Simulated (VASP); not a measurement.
Set up this calculation in VASP 6.6.1, as the native input.

- Task: single point
- Functional: PBE
- Potentials or basis: VASP PAW PBE potentials, release 64 (Na_pv, Cl)
- Cutoff: 500 eV
- k mesh: 4 × 4 × 4
- Occupations: gaussian, width 0.01 eV
- Spin: no spin polarisation
- Dipole correction: no
- Further INCAR settings: ALGO = Normal; EDIFF = 1e-06; NBANDS = 14

The structure of NaCl lies in POSCAR:

```
NaCl
1.0
    0.0000000000      2.8100000000      2.8100000000
    2.8100000000      0.0000000000      2.8100000000
    2.8100000000      2.8100000000      0.0000000000
Na Cl
1 1
Direct
   -0.0001348827     -0.0003882006      0.0001586017
    0.5000874731      0.5002517530      0.4998971448
```

These files were run (other wordings do the same):

INCAR

```
PREC     = Accurate       # precision mode
ENCUT    = 500            # plane-wave cutoff, eV
EDIFF    = 1E-6           # SCF threshold, eV
ISMEAR   = 0              # smearing method
SIGMA    = 0.01           # smearing width, eV
LREAL    = F              # projectors in reciprocal space
LASPH    = T              # aspherical terms in the spheres
NELM     = 120            # most SCF steps
ALGO     = Normal         # electronic algorithm
ISIF     = 2              # what is computed and relaxed
LWAVE    = F              # write WAVECAR
LCHARG   = F              # write CHGCAR
GGA      = PE             # functional
NBANDS   = 14             # bands
GGA_COMPAT= F
```

KPOINTS

```
Automatic mesh
0
Gamma
  4 4 4
```

Potentials or basis: VASP PAW PBE potentials, release 64 (Na_pv, Cl).

Launch:

```bash
$ cat potpaw_PBE.64/Na_pv/POTCAR potpaw_PBE.64/Cl/POTCAR > POTCAR
$ mpirun -np 1 vasp_std > vasp.out
```

Results of the run:

| Property | Result |
| --- | --- |
| Pressure | 1.0 GPa |
| Largest force | 0.004 eV/Å |
| Band gap on the k mesh | 5.15 eV, direct |

Caveat: the k points lie up to 0.48 Å⁻¹ apart.

Run time: 12 s on 1 thread of Intel(R) Xeon(R) Platinum 8488C (Sapphire Rapids) (shared host), peak memory 0.16 GiB.
